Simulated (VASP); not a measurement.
Write the native input for VASP 6.6.1 that does the following.

```
Task                   : single point
Functional             : PBEsol
Potentials or basis    : VASP PAW PBE potentials, release 64 (In_d, Pd)
Cutoff                 : 520 eV
k mesh                 : 14 × 14 × 14
Occupations            : gaussian, width 0.15 eV
Spin                   : no spin polarisation
Dipole correction      : no
Further INCAR settings : ALGO = Fast; EDIFF = 1e-06; NBANDS = 18
```

The structure of InPd lies in POSCAR:

```
InPd
1.0
    3.2466286217      0.0000000000      0.0000000000
    0.0000000000      3.2466286217      0.0000000000
    0.0000000000      0.0000000000      3.2466286217
In Pd
1 1
Direct
   -0.0248370446      0.0000000000      0.0000000000
    0.5267970286      0.5000000000      0.5000000000
```

This cell differs from its parent crystal: atoms displaced along a vibrational mode.

One way to write it, as run:

INCAR

```
SYSTEM = InPd
PREC     = Accurate       ! precision mode
ENCUT    = 520            ! plane-wave cutoff, eV
EDIFF    = 1E-6           ! SCF threshold, eV
ISMEAR   = 0              ! smearing method
SIGMA    = 0.15           ! smearing width, eV
LREAL    = .FALSE.        ! projectors in reciprocal space
LASPH    = .TRUE.         ! aspherical terms in the spheres
NELM     = 100            ! most SCF steps
ALGO     = Fast           ! electronic algorithm
ISIF     = 2              ! what is computed and relaxed
LWAVE    = .FALSE.        ! write WAVECAR
LCHARG   = .FALSE.        ! write CHGCAR
GGA      = PS             ! functional
NBANDS   = 18             ! bands
```

KPOINTS

```
regular mesh
0
G
  14 14 14
  0 0 0
```

Potentials or basis: VASP PAW PBE potentials, release 64 (In_d, Pd).

Run with:

```bash
$ cat potpaw_PBE.64/In_d/POTCAR potpaw_PBE.64/Pd/POTCAR > POTCAR
$ mpirun -np 1 vasp_std > vasp.out
```

Results of the run:

| Property | Result |
| --- | --- |
| Pressure | 1.7 GPa |
| Largest force | 0.732 eV/Å |
| Band gap on the k mesh | zero (an odd number of electrons rules out a gap without spin polarisation) |

Caveat: the cell differs from its parent crystal (atoms displaced along a vibrational mode); the PAW data sets were made with another functional, which shifts forces and pressure a little; spin-orbit coupling is left out, which moves the levels of the heavy elements.

Wall time 110 s on 1 thread of Intel(R) Xeon(R) Platinum 8259CL CPU @ 2.50GHz (Skylake/Cascade Lake), on a shared host, peak memory 0.29 GiB.
